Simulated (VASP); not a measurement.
Wanted: the native input for a VASP 6.6.1 run.

```
Task                   : single point
Functional             : PBE
Potentials or basis    : VASP PAW PBE potentials, release 64 (Te, Pb_d)
Cutoff                 : 520 eV
k mesh                 : 4 × 4 × 4
Occupations            : fermi-dirac, width 0.043 eV
Spin                   : no spin polarisation
Dipole correction      : no
Further INCAR settings : ALGO = Normal; EDIFF = 1e-06; NBANDS = 17
```

The structure of TePb lies in POSCAR:

```
TePb
1.0
    0.0000000000      3.2708968051      3.2708968051
    3.2708968051      0.0000000000      3.2708968051
    3.2708968051      3.2708968051      0.0000000000
Te Pb
1 1
Direct
    0.0000000000      0.0000000000      0.0000000000
    0.5000000000      0.5000000000      0.5000000000
```

These files were run (other wordings do the same):

INCAR

```
  ALGO = Normal
  EDIFF = 1E-6
  ENCUT = 520
  GGA = PE
  ISIF = 2
  ISMEAR = -1
  LASPH = T
  LCHARG = T
  LELF = T
  LREAL = F
  LVHAR = T
  LWAVE = F
  NBANDS = 17
  NELM = 60
  PREC = Accurate
  SIGMA = 0.043
```

KPOINTS

```
k-points
0
Gamma
  4 4 4
```

Potentials or basis: VASP PAW PBE potentials, release 64 (Te, Pb_d).

Launch:

```sh
$ cat potpaw_PBE.64/Te/POTCAR potpaw_PBE.64/Pb_d/POTCAR > POTCAR
$ mpirun -np 1 vasp_std > vasp.out
```

It gave:

```json
{
 "Pressure": "0.4 GPa",
 "Band gap on the k mesh": "0.81 eV, direct"
}
```

Caveat: spin-orbit coupling is left out, which moves the levels of the heavy elements.

Run time: 34 s on 1 thread of Intel Xeon 6975P-C (shared host), peak memory 0.2 GiB.
